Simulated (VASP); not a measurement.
Set up this calculation in VASP 6.6.1, as the native input.

| Property | Result |
| --- | --- |
| Task | single point |
| Functional | PBE |
| Potentials or basis | VASP PAW PBE potentials, release 64 (Ir, Rh_pv) |
| Cutoff | 520 eV |
| k mesh | 18 × 18 × 8 |
| Occupations | gaussian, width 0.1 eV |
| Spin | no spin polarisation |
| Dipole correction | no |
| Further INCAR settings | ALGO = Fast; EDIFF = 1e-06; NBANDS = 24 |

The structure of Ir2Rh lies in POSCAR:

```
Ir2Rh
1.0
    2.6139779536      0.0000000000      0.0000000000
   -1.3069889768      2.2637713128      0.0000000000
    0.0000000000      0.0000000000      6.3973340650
Ir Rh
2 1
Direct
    0.3333333333      0.6666666667      0.6675111632
    0.6666666667      0.3333333333      0.3324888368
    0.0000000000      0.0000000000      0.0000000000
```

One way to write it, as run:

INCAR

```
PREC = Accurate
ENCUT = 520
EDIFF = 1E-6
ISMEAR = 0
SIGMA = 0.1
LREAL = F
LASPH = T
NELM = 60
ALGO = Fast
ISIF = 2
LWAVE = F
LCHARG = F
GGA = PE
NBANDS = 24
```

KPOINTS

```
regular mesh
0
Gamma
  18 18 8
```

Potentials or basis: VASP PAW PBE potentials, release 64 (Ir, Rh_pv).

Launch:

```bash
$ cat potpaw_PBE.64/Ir/POTCAR potpaw_PBE.64/Rh_pv/POTCAR > POTCAR
$ mpirun -np 1 vasp_std > vasp.out
```

It gave:

The pressure is 57.1 GPa and the largest force is 0.057 eV/Å. The band gap on the k mesh is zero (an odd number of electrons rules out a gap without spin polarisation).

Caveat: the cell stands under pressure; spin-orbit coupling is left out, which moves the levels of the heavy elements.

It took 2.2 min on 1 thread of Intel(R) Xeon(R) 6975P-C (Granite Rapids), on a shared host, peak memory 0.33 GiB.
